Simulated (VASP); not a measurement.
A run of VASP 6.6.1 is set up as follows.

INCAR

```
PREC = Accurate
ENCUT = 500
EDIFF = 1E-6
ISMEAR = 0
SIGMA = 0.05
LREAL = False
LASPH = True
NELM = 120
ALGO = Normal
ISIF = 2
LWAVE = False
LCHARG = False
GGA = PE
NBANDS = 19
GGA_COMPAT = False
```

File KPOINTS:

```
Automatic mesh
0
Gamma
  18 18 8
```

The input POSCAR:

```
Zn
1.0
    2.6324052540      0.0000000000      0.0000000000
   -1.3162026270      2.2797298231      0.0000000000
    0.0000000000      0.0000000000      5.1103790138
Zn
2
Direct
    0.3333333333      0.6666666667      0.7500000000
    0.6666666667      0.3333333333      0.2500000000
```

Potentials or basis: VASP PAW PBE potentials, release 64 (Zn).

Command:

```bash
$ cat potpaw_PBE.64/Zn/POTCAR > POTCAR
$ mpirun -np 1 vasp_std > vasp.out
```

Q: What does it give for the band gap on the k mesh?

A: Zero (band 12 reaches 4.81 eV, above the bottom of band 13 at -0.49 eV).

Q: What does it give for the pressure?

A: 0.4 GPa.

Stress tensor (GPa, compression positive):
```
0.44 0.00 0.00
0.00 0.44 0.00
0.00 0.00 0.20
```
